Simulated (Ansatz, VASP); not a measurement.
## SrCl2 in VASP and in Ansatz

```xyz
3
Lattice="4.2207 0.0000 0.0000 -2.1103 3.6552 0.0000 0.0000 0.0000 7.4588" Properties=species:S:1:pos:R:3 pbc="T T T"
Sr    0.0000    0.0000    3.7294
Cl    0.0000    2.4368    2.0762
Cl    0.0000    2.4368    5.3826
```

Alike in both runs: functional PBE; k mesh 4 × 4 × 3; occupations gaussian, width 0.15 eV; no spin polarisation.

Ansatz relaxed the structure, and its values are those at the end. VASP's run is a single point on that final structure, the one shown.

|  | VASP | Ansatz |
| --- | --- | --- |
| version | VASP 6.6.1 | Ansatz 0.2.0 |
| potentials or method | VASP PAW PBE potentials, release 64 (Sr_sv, Cl), cutoff 500 eV | scalar-relativistic, plane waves, PAW |
| valence electrons in the cell | 24 | 24 |

|  | VASP | Ansatz | Ansatz less VASP |
| --- | --- | --- | --- |
| gap on the k mesh at the Fermi level (eV) | 4.63 | 4.62 | -0.009 |
| least direct gap on the mesh (eV) | 4.63 | 4.62 | -0.009 |
| pressure (GPa) | 0.0 | 0.0 | -0.05 |
| rms of the force components (eV/Å) | 0.006 | 0.003 | -0.0031 |

The k mesh is coarse, so the values compare programs but aren't converged.
